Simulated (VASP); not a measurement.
Write the native input for VASP 6.6.1 that does the following.

- Task: single point
- Functional: PBE
- Potentials or basis: VASP PAW PBE potentials, release 64 (Ni, O)
- Cutoff: 520 eV
- k mesh: 16 × 16 × 10
- Occupations: gaussian, width 0.1 eV
- Spin: no spin polarisation
- Dipole correction: no
- Further INCAR settings: ALGO = Normal; EDIFF = 1e-06; NBANDS = 24

The structure of NiO lies in POSCAR:

```
NiO
1.0
    2.7524246614      0.0000000000      0.0000000000
    0.0000000000      2.7524246614      0.0000000000
    0.0000000000      0.0000000000      4.9791374372
Ni O
2 2
Direct
    0.0000000000      0.5000000000      0.5000000000
    0.5000000000      0.0000000000      0.0000000000
    0.0000000000      0.0000000000      0.2500000000
    0.0000000000      0.0000000000      0.7500000000
```

This cell differs from its parent crystal: volume scaled by 0.94, then relaxed in part.

The input as run:

INCAR

```
SYSTEM = NiO
PREC = Accurate
ENCUT = 520
EDIFF = 1E-6
ISMEAR = 0
SIGMA = 0.1
LREAL = .FALSE.
LASPH = .TRUE.
NELM = 80
ALGO = Normal
ISIF = 2
LWAVE = .FALSE.
LCHARG = .FALSE.
GGA = PE
NBANDS = 24
```

KPOINTS

```
regular mesh
0
G
  16 16 10
  0 0 0
```

Potentials or basis: VASP PAW PBE potentials, release 64 (Ni, O).

Run with:

```bash
$ cat potpaw_PBE.64/Ni/POTCAR potpaw_PBE.64/O/POTCAR > POTCAR
$ mpirun -np 1 vasp_std > vasp.out
```

Results of the run:

- Pressure: 13.2 GPa
- Band gap on the k mesh: zero (band 16 reaches 7.70 eV, above the bottom of band 17 at 7.34 eV)

Caveat: the run has no spin polarisation, though such a crystal can be magnetic; semilocal functionals often make such compounds metallic where correlation or magnetic order opens a gap, which also shifts bond lengths.

It took 79 s on 1 thread of Intel(R) Xeon(R) 6975P-C (Granite Rapids) (shared host), peak memory 0.3 GiB.
